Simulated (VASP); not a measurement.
Input of a VASP 6.6.1 run:

Contents of INCAR:

```
PREC = Accurate
ENCUT = 680
EDIFF = 1E-6
ISMEAR = -1
SIGMA = 0.05
LREAL = F
LASPH = T
NELM = 200
ALGO = Normal
ISIF = 2
LWAVE = F
LCHARG = F
ISPIN = 2
MAGMOM = 5 5
LORBIT = 11
NUPDOWN = 10.0
LMAXMIX = 4
GGA = PE
NBANDS = 26
GGA_COMPAT = F
```

Contents of KPOINTS:

```
Automatic mesh
0
Gamma
  10 10 6
```

POSCAR

```
Mn
1.0
    2.4836457705      0.0000000000      0.0000000000
   -1.2418228853      2.1509003313      0.0000000000
    0.0000000000      0.0000000000      4.0261950000
Mn
2
Direct
    0.3333333333      0.6666666667      0.2500000000
    0.6666666667      0.3333333333      0.7500000000
```

Potentials or basis: VASP PAW PBE potentials, release 64 (Mn_sv).

Launch:

```sh
$ cat potpaw_PBE.64/Mn_sv/POTCAR > POTCAR
$ mpirun -np 1 vasp_std > vasp.out
```

Q: What does it give for the pressure?

A: 172.7 GPa.

Stress tensor (GPa, compression positive):
```
173.16   0.00   0.00
  0.00 173.16   0.00
  0.00   0.00 171.73
```

Caveat: the cell stands under pressure; the total moment is fixed, so each spin has its own Fermi level and the state may be an excited one.
